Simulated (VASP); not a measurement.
Here is a VASP 6.6.1 calculation.

The input INCAR:

```
PREC     = Accurate       # precision mode
ENCUT    = 520            # plane-wave cutoff, eV
EDIFF    = 1E-6           # SCF threshold, eV
ISMEAR   = 0              # smearing method
SIGMA    = 0.1            # smearing width, eV
LREAL    = F              # projectors in reciprocal space
LASPH    = T              # aspherical terms in the spheres
NELM     = 100            # most SCF steps
ALGO     = Normal         # electronic algorithm
ISIF     = 2              # what is computed and relaxed
LWAVE    = F              # write WAVECAR
LCHARG   = F              # write CHGCAR
GGA      = PE             # functional
NBANDS   = 16             # bands
```

The input KPOINTS:

```
Automatic mesh
0
Gamma
  18 18 14
```

POSCAR

```
WC
1.0
    2.9216789205      0.0000000000      0.0000000000
   -1.4608394603      2.5302481669      0.0000000000
    0.0000000000      0.0000000000      2.8470525736
W C
1 1
Direct
    0.0000000000      0.0000000000      0.0000000000
    0.6666666667      0.3333333333      0.5000000000
```

Potentials or basis: VASP PAW PBE potentials, release 64 (W_sv, C).

The run is started by

```console
$ cat potpaw_PBE.64/W_sv/POTCAR potpaw_PBE.64/C/POTCAR > POTCAR
$ mpirun -np 1 vasp_std > vasp.out
```

**Question.** Estimate the pressure.

**Answer.** 1.1 GPa.

**Question.** Estimate the band gap on the k mesh.

**Answer.** Zero (band 9 reaches 11.51 eV, above the bottom of band 10 at 10.31 eV).

Stress tensor (GPa, compression positive):
```
0.98 0.00 0.00
0.00 0.98 0.00
0.00 0.00 1.27
```

Caveat: spin-orbit coupling is left out, which moves the levels of the heavy elements.
